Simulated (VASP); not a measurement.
# KCl (I4mm) in VASP: single point with PBE

Aim: the single point of KCl with PBE.

Program: VASP 6.6.1. These are calculated values, not measurements. Logs are shortened: lines on timing, memory, paths and dates and some standing lists are left out, and cuts for length are marked.

### Step 1. The cell of the first run

The structure is tetragonal, space group I4mm (No. 107). The conventional cell has a = 4.511 Å, b = 4.511 Å, c = 6.380 Å, α = 90.00°, β = 90.00°, γ = 90.00°. Within 4.1 Å of K (site symmetry 4mm) lie 6 Cl at 3.11 to 3.27 Å. Within 4.1 Å of Cl (site symmetry 4mm) lie 6 K at 3.11 to 3.27 Å.

### Step 2. Single point, PBE (mode 4 frozen in at +0.000 Å and mode 9 at -0.041 Å (largest displacements))

Input file INCAR:

```
SYSTEM = KCl
ALGO = Normal
EDIFF = 1E-7
ENCUT = 520
GGA = PE
ISIF = 2
ISMEAR = 0
LASPH = .TRUE.
LCHARG = .FALSE.
LREAL = .FALSE.
LWAVE = .FALSE.
NBANDS = 24
NELM = 80
PREC = Accurate
SIGMA = 0.05
```

Input file KPOINTS:

```
k-points
0
G
  6 6 6
  0 0 0
```

Input file POSCAR:

```
KCl
1.0
    0.0000000000     -3.1897839381     -3.1897839381
   -3.1897839381      0.0000000000     -3.1897839381
    3.1897839381      3.1897839381     -6.3795678762
K Cl
2 2
Direct
    0.0088045753     -0.0029348584     -0.0029348584
    0.5088045753      0.4970651416      0.4970651416
    0.7402893109      0.7532368964      0.7532368964
    0.2402893109      0.2532368964      0.2532368964
```

Potentials or basis: VASP PAW PBE potentials, release 64 (K_sv, Cl).

Launch:

```
$ cat potpaw_PBE.64/K_sv/POTCAR potpaw_PBE.64/Cl/POTCAR > POTCAR
$ mpirun -np 1 vasp_std > vasp.out
```

OUTCAR:

```text
SYSTEM = KCl
   EDIFF = 1E-7
   ENCUT = 520
   GGA = PE
   ISIF = 2
   ISMEAR = 0
   LASPH = .TRUE.
   LREAL = .FALSE.
   NELM = 80
   PREC = Accurate

 ion  position               nearest neighbor table
   1  0.009  0.997  0.997-   3 3.11   3 3.19   3 3.19   4 3.19   4 3.19
   2  0.509  0.497  0.497-   4 3.11   4 3.19   4 3.19   3 3.19   3 3.19
   3  0.740  0.753  0.753-   1 3.11   1 3.19   1 3.19   2 3.19   2 3.19
   4  0.240  0.253  0.253-   2 3.11   2 3.19   2 3.19   1 3.19   1 3.19

  LATTYP: Found a trigonal (rhomboedric) cell.
 ALAT       =     7.8133430381
 COS(alpha) =     0.8333333333

  Lattice vectors:

 A1 = (   3.1897839381,   6.3795678762,  -3.1897839381)
 A2 = (   6.3795678762,   3.1897839381,  -3.1897839381)
 A3 = (   3.1897839381,   3.1897839381,  -6.3795678762)

Analysis of symmetry for initial positions (statically):
=====================================================================
 Subroutine PRICEL returns following result:

  LATTYP: Found a face centered cubic cell.
 ALAT       =     6.3795678762

  Lattice vectors:

 A1 = (   0.0000000000,  -3.1897839381,   3.1897839381)
 A2 = (   3.1897839381,  -3.1897839381,  -0.0000000000)
 A3 = (   3.1897839381,   0.0000000000,   3.1897839381)

   2 primitive cells build up your supercell.

 Routine SETGRP: Setting up the symmetry group for a
 trigonal (rhombohedral) supercell.

 Subroutine GETGRP returns: Found  2 space group operations
 (whereof  2 operations were pure point group operations)
 out of a pool of 12 trial point group operations.

The static configuration has the point symmetry C_1h.

Analysis of symmetry for dynamics (positions and initial velocities):
=====================================================================
 Subroutine PRICEL returns following result:

  LATTYP: Found a face centered cubic cell.
 ALAT       =     6.3795678762

  Lattice vectors:

 A1 = (   0.0000000000,  -3.1897839381,   3.1897839381)
 A2 = (   3.1897839381,  -3.1897839381,  -0.0000000000)
 A3 = (   3.1897839381,   0.0000000000,   3.1897839381)

   2 primitive cells build up your supercell.

 Routine SETGRP: Setting up the symmetry group for a
 trigonal (rhombohedral) supercell.

 Subroutine GETGRP returns: Found  2 space group operations
 (whereof  2 operations were pure point group operations)
 out of a pool of 12 trial point group operations.

The dynamic configuration has the point symmetry C_1h.
[... 91 lines left out ...]
   ISTART =      0    job   : 0-new  1-cont  2-samecut
   ICHARG =      2    charge: 1-file 2-atom 10-const
   ISPIN  =      1    spin polarized calculation?
   LNONCOLLINEAR =      F non collinear calculations
   LSORBIT =      F    spin-orbit coupling
   LASPH  =      T    aspherical Exc in radial PAW
   ENCUT  =  520.0 eV  38.22 Ry    6.18 a.u.   8.39  8.39 14.53*2*pi/ulx,y,z
   NELM   =     80;   NELMIN=  2; NELMDL= -5     # of ELM steps
   EDIFF  = 0.1E-06   stopping-criterion for ELM
   LREAL  =      F    real-space projection
   EDIFFG = 0.1E-05   stopping-criterion for IOM
   NSW    =      0    number of steps for IOM
   IBRION =     -1    ionic relax: 0-MD 1-quasi-New 2-CG
   NFREE  =      0    steps in history (QN), initial steepest desc. (CG)
   ISIF   =      2    stress and relaxation
   ISYM   =      2    0-nonsym 1-usesym 2-fastsym
   POTIM  = 0.5000    time-step for ionic-motion
   TEBEG  =    0.0;   TEEND  =   0.0 temperature during run
   PSTRESS=    0.0 pullay stress
   NELECT =      32.0000    total number of electrons
   NUPDOWN=      -1.0000    fix difference up-down
   EMIN   =  10.00;   EMAX   =-10.00  energy-range for DOS
   EFERMI =   0.00;   METHOD = LEGACY
   ISMEAR =     0;   SIGMA  =   0.05  broadening in eV -4-tet -1-fermi 0-gaus
   EFERMI_NEDOS =   21; number of points for ismear=-14 and -15
   IALGO  =     38    algorithm
   IMIX   =      4    mixing-type and parameters
     AMIX     =   0.40;   BMIX     =  1.00
     AMIX_MAG =   1.60;   BMIX_MAG =  1.00
  volume/ion in A,a.u.               =      32.46       219.02
  Fermi-wavevector in a.u.,A,eV,Ry     =   1.026464  1.939735 14.335473  1.053628
  Thomas-Fermi vector in A             =   2.160358
   LORBIT       =      0    0 simple, 1 ext, 2 COOP (PROOUT), +10 PAW based schemes
   GGA     = PE    functional components
   LHFCALC =     F    Hartree Fock is set to
   AEXX    =    0.0000 exact exchange contribution
   IVDW    =     0    specifies the selected vdW correction
   LEPSILON=     F    determine dielectric tensor
   LRPA    =     F    only Hartree local field effects (RPA)
 non-spin polarized calculation
 Gauss-broadening in eV      SIGMA  =   0.05
  energy-cutoff  :      520.00
  volume of cell :      129.82
 maximum number of plane-waves:      3525
 NGX is ok and might be reduce to    36
   NGX = 17   NGY = 17   NGZ = 29

 number of electron      32.0000003 magnetization

 Free energy of the ion-electron system (eV)
  ---------------------------------------------------
  ext. energy  EPLUGINS =         0.00000000
  ---------------------------------------------------
  free energy    TOTEN  =       -13.61509076 eV

  energy without entropy =      -13.61509076  energy(sigma->0) =      -13.61509076

 E-fermi :  -1.6736     XC(G=0):  -7.3721

 val. band max:       -2.0024367551   @ k =   0.0000   0.0000   0.0000
 cond. band min:       3.0480026663   @ k =   0.0000   0.0000   0.0000
 fundamental gap:      5.0504394214
 Fermi energy:        -1.6736340484

 k-point     1 :       0.0000    0.0000    0.0000
  band No.  band energies     occupation
      1     -29.2981      2.00000
      2     -29.2895      2.00000
      3     -14.2469      2.00000
      4     -14.0758      2.00000
      5     -12.7673      2.00000
      6     -12.7667      2.00000
[... 637 lines left out ...]
     23       8.2213      0.00000
     24       8.2625      0.00000

 [... further k-points ...]
[... 5 lines left out ...]
  --------------------------------------------------------------------------------------
  -------------------------------------------------------------------------------------
  Total        0.0170461      0.1279241      0.0170461      0.0000542     -0.0000542     -0.0000604
  in kB        0.2103744      1.5787716      0.2103744      0.0006688     -0.0006689     -0.0007457
  external PRESSURE =       0.6665068 kB  Pullay stress =       0.0000000 kB

 VOLUME and BASIS-vectors are now :
 -----------------------------------------------------------------------------
  energy-cutoff  :      520.00
  volume of cell :      129.82
      direct lattice vectors                 reciprocal lattice vectors
     0.000000000 -3.189783938 -3.189783938     0.078375214 -0.235125643 -0.078375214
    -3.189783938  0.000000000 -3.189783938    -0.235125643  0.078375214 -0.078375214
     3.189783938  3.189783938 -6.379567876     0.078375214  0.078375214 -0.078375214

 POSITION                                       TOTAL-FORCE (eV/Angst)
 -----------------------------------------------------------------------------------
      0.00000      3.15234     -9.56935        -0.000016      0.088548      0.000016
      0.00000     -0.03745     -6.37957        -0.000016      0.088548      0.000016
      0.00000      0.04130     -9.56935         0.000016     -0.088548     -0.000016
      0.00000      0.04130     -3.18978         0.000016     -0.088548     -0.000016
 -----------------------------------------------------------------------------------
    total drift:                                0.000074     -0.000104     -0.000089

  FREE ENERGIE OF THE ION-ELECTRON SYSTEM (eV)
  ---------------------------------------------------
  free  energy   TOTEN  =       -13.6150907622 eV

  energy  without entropy=      -13.6150907622  energy(sigma->0) =      -13.61509076
```

OSZICAR:

```text
N       E                     dE             d eps       ncg     rms          rms(c)
DAV:   1     0.236074733009E+03    0.23607E+03   -0.14256E+04  3264   0.118E+03
DAV:   2     0.418873054688E+01   -0.23189E+03   -0.21884E+03  4136   0.301E+02
DAV:   3    -0.138317054924E+02   -0.18020E+02   -0.17936E+02  5376   0.731E+01
DAV:   4    -0.142076882075E+02   -0.37598E+00   -0.37528E+00  4704   0.107E+01
DAV:   5    -0.142230738872E+02   -0.15386E-01   -0.15385E-01  4920   0.167E+00    0.448E+00
DAV:   6    -0.136163461490E+02    0.60673E+00   -0.11160E+00  4024   0.410E+00    0.360E+00
DAV:   7    -0.135837084865E+02    0.32638E-01   -0.29052E-01  4264   0.225E+00    0.228E+00
DAV:   8    -0.136129816149E+02   -0.29273E-01   -0.61470E-02  4720   0.135E+00    0.435E-01
DAV:   9    -0.136129907428E+02   -0.91280E-05   -0.59177E-03  4328   0.341E-01    0.138E-01
DAV:  10    -0.136150262485E+02   -0.20355E-02   -0.21139E-03  4104   0.261E-01    0.200E-02
DAV:  11    -0.136150750040E+02   -0.48755E-04   -0.83192E-05  5480   0.393E-02    0.718E-03
DAV:  12    -0.136150901386E+02   -0.15135E-04   -0.16625E-05  4208   0.207E-02    0.567E-03
DAV:  13    -0.136150906684E+02   -0.52978E-06   -0.16594E-06  4328   0.727E-03    0.946E-04
DAV:  14    -0.136150907622E+02   -0.93748E-07   -0.82679E-08  3488   0.178E-03
   1 F= -.13615091E+02 E0= -.13615091E+02  d E =-.649156E-22
```

Wall time 2.2 min (1 thread of Intel Xeon 6975P-C (Granite Rapids), shared host); peak memory 0.36 GiB.

What came out:

| Quantity | Value |
| --- | --- |
| Free energy | -13.6151 eV |
| Pressure | 0.1 GPa |
| Largest force | 0.089 eV/Å |
| Band gap on the k mesh | 5.05 eV |

Forces on the atoms (eV/Å):
```
K    0.000  0.089  0.000
K    0.000  0.089  0.000
Cl   0.000 -0.089  0.000
Cl   0.000 -0.089  0.000
```

Stress tensor (GPa, compression positive):
```
0.02 0.00 0.00
0.00 0.16 0.00
0.00 0.00 0.02
```

Caveat: the cell differs from its parent crystal (mode 4 frozen in at +0.000 Å and mode 9 at -0.041 Å (largest displacements)).
